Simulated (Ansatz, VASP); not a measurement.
One calculation of Al3GaN4, two programs

```
Al Ga N
1.0
     4.37745    0.13269   -0.08728
     0.13269    4.34768   -0.05016
    -0.08728   -0.05016    4.38624
Al Ga N
3 1 4
Direct
  0.51494 0.48829 0.00487
  0.48192 0.99259 0.51229
  0.99550 0.51141 0.49152
  0.98518 0.02446 0.99365
  0.76899 0.73866 0.25998
  0.73392 0.25975 0.74470
  0.26364 0.76467 0.72719
  0.25590 0.22017 0.26580
```

Change from the starting cell: all atoms moved at random (sigma 0.06 Å a component), cell strained at random (sigma 0.03).

Alike in both runs: task single point; functional r2SCAN; k mesh 6 × 6 × 6; occupations gaussian, width 0.05 eV; no spin polarisation.

|  | VASP | Ansatz |
| --- | --- | --- |
| version | VASP 6.6.1 | Ansatz 0.2.0 |
| potentials or method | VASP PAW PBE potentials, release 64 (Al, Ga_d, N), cutoff 520 eV | scalar-relativistic, plane waves, PAW |
| valence electrons in the cell | 42 | 42 |

```csv
,VASP,Ansatz,Ansatz less VASP
gap on the k mesh at the Fermi level (eV),3.44,3.45,+0.009
least direct gap on the mesh (eV),3.44,3.45,+0.009
pressure (GPa),11.7,11.6,-0.18
"traceless stress, the component that is largest in VASP (GPa)",-16.00,-15.77,+0.226
rms of the force components (eV/Å),2.109,2.077,-0.0320
```

VASP's potentials were made for PBE, not for r2SCAN. Atom by atom the forces differ by 0.044 eV/Å (rms over components).
